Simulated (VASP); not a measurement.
The system is CoO.

```xyz
2
Lattice="2.8285 0.0000 0.0000 -1.4142 2.4495 0.0000 0.0000 0.0000 2.7217" Properties=species:S:1:pos:R:3 pbc="T T T"
Co    0.0000    0.0000    1.3609
O     1.4142    0.8165    0.0000
```

Base run:

```yaml
Program: VASP 6.6.1
Functional: PBE
Potentials_or_basis: VASP PAW PBE potentials, release 64 (Co, O)
Cutoff: 520 eV
k_mesh: 11 × 11 × 10
Occupations: fermi-dirac, width 0.05 eV
Spin: collinear spin, ferromagnetic start
Starting_moments: "[1.71, 0.0] μB"
```

Its results: pressure -0.3 GPa.

Problem. The run is repeated on the same cell with these changes: spin from collinear spin, ferromagnetic start to no spin polarisation; further incar settings from ALGO = Normal; EDIFF = 1e-06; NBANDS = 18 to ALGO = Normal; EDIFF = 1e-07; NBANDS = 14. What comes out?

Solution. Pressure -12.4 GPa.

Caveats: a cell with one magnetic atom can't hold antiferromagnetic order, which such compounds often take (some runs); an odd number of electrons without spin polarisation forces a metal (some runs); a magnetic or distorted state may lie lower (some runs).
